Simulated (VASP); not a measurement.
Wanted: the native input for a VASP 6.6.1 run.

- Task: single point
- Functional: PBEsol
- Potentials or basis: VASP PAW PBE potentials, release 64 (Mg, Pb_d, Se)
- Cutoff: 520 eV
- k mesh: 6 × 6 × 2
- Occupations: fermi-dirac, width 0.05 eV
- Spin: no spin polarisation
- Dipole correction: no
- Further INCAR settings: ALGO = Normal; EDIFF = 1e-06; NBANDS = 33

The structure of MgPb2Se3 lies in POSCAR:

```
MgPb2Se3
1.0
    4.1565994145     -0.0000044959      0.0000028145
   -2.0783038034      3.5996587536      0.0000267162
    0.0000176914      0.0000868970     10.3148075936
Mg Pb Se
1 2 3
Direct
    0.0011488047     -0.0011563213     -0.0018540957
    0.3344523090      0.6654858326      0.6754470263
    0.6678124569      0.3321997190      0.3208388827
    0.3345321333      0.6655229106      0.1375504912
    0.6678782303      0.3321685748      0.8586596012
    0.0012162581     -0.0011455386      0.4981199457
```

The input as run:

INCAR

```
SYSTEM = MgPb2Se3
ALGO = Normal ; EDIFF = 1E-6
ENCUT = 520 ; GGA = PS
ISIF = 2 ; ISMEAR = -1
LASPH = .True. ; LCHARG = .False.
LREAL = .False. ; LWAVE = .False.
NBANDS = 33 ; NELM = 60
PREC = Accurate ; SIGMA = 0.05
```

KPOINTS

```
k-points
0
Gamma
  6 6 2
  0 0 0
```

Potentials or basis: VASP PAW PBE potentials, release 64 (Mg, Pb_d, Se).

Launch:

```bash
$ cat potpaw_PBE.64/Mg/POTCAR potpaw_PBE.64/Pb_d/POTCAR potpaw_PBE.64/Se/POTCAR > POTCAR
$ mpirun -np 1 vasp_std > vasp.out
```

Results of the run:

The pressure is 0.0 GPa, the largest force is 0.010 eV/Å and the band gap on the k mesh is 0.30 eV, indirect (least direct gap 0.43 eV).

Caveat: the PAW data sets were made with another functional, which shifts forces and pressure a little; spin-orbit coupling is left out, which moves the levels of the heavy elements.

It took 83 s on 1 thread of Intel(R) Xeon(R) 6975P-C (Granite Rapids), with other jobs on the host, peak memory 0.38 GiB.
